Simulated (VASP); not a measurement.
Input of a VASP 6.6.1 run:

The input POSCAR:

```
Zn2PdO4
1.0
    0.0000000000      4.2763091593      4.2763091593
    4.2763091593      0.0000000000      4.2763091593
    4.2763091593      4.2763091593      0.0000000000
Zn Pd O
4 2 8
Direct
    0.5000000000      0.5000000000      0.5000000000
    0.0000000000      0.5000000000      0.5000000000
    0.5000000000      0.5000000000      0.0000000000
    0.5000000000      0.0000000000      0.5000000000
    0.8750000000      0.8750000000      0.8750000000
    0.1250000000      0.1250000000      0.1250000000
    0.2593942014      0.2593942014      0.2593942014
    0.2781826043      0.7406057986      0.7406057986
    0.2593942014      0.2593942014      0.7218173957
    0.7406057986      0.2781826043      0.7406057986
    0.7218173957      0.2593942014      0.2593942014
    0.7406057986      0.7406057986      0.7406057986
    0.2593942014      0.7218173957      0.2593942014
    0.7406057986      0.7406057986      0.2781826043
```

The input INCAR.step1:

```
SYSTEM = Zn2PdO4
PREC = Accurate ; ENCUT = 520
ISMEAR = -1 ; SIGMA = 0.1
LREAL = .FALSE. ; LASPH = .TRUE.
NELM = 100 ; NBANDS = 71
GGA = PE ; ALGO = Normal
EDIFF = 1E-4 ; LWAVE = .TRUE.
LCHARG = .FALSE.
```

The input INCAR.step2:

```
SYSTEM = Zn2PdO4
PREC = Accurate ; ENCUT = 520
EDIFF = 1E-6 ; ISMEAR = -1
SIGMA = 0.1 ; LREAL = .FALSE.
LASPH = .TRUE. ; NELM = 100
ALGO = Normal ; ISIF = 2
LWAVE = .FALSE. ; LCHARG = .FALSE.
METAGGA = R2SCAN ; LMIXTAU = .TRUE.
NBANDS = 71 ; ISTART = 1
```

File KPOINTS:

```
Automatic mesh
0
G
  7 7 7
  0 0 0
```

Potentials or basis: VASP PAW PBE potentials, release 64 (Zn, Pd, O).

Command:

```sh
$ cat potpaw_PBE.64/Zn/POTCAR potpaw_PBE.64/Pd/POTCAR potpaw_PBE.64/O/POTCAR > POTCAR
$ cp INCAR.step1 INCAR
$ mpirun -np 1 vasp_std > vasp.out
$ cp INCAR.step2 INCAR
$ mpirun -np 1 vasp_std > vasp.out
```

(1) Estimate the pressure.

(2) What does it give for the band gap on the k mesh?

(3) Estimate the largest force.

## Answers

(1) 0.9 GPa.

(2) zero (band 58 reaches 3.57 eV, above the bottom of band 59 at 3.10 eV).

(3) 0.035 eV/Å.

Caveat: the PAW data sets were made with another functional, which shifts forces and pressure a little.
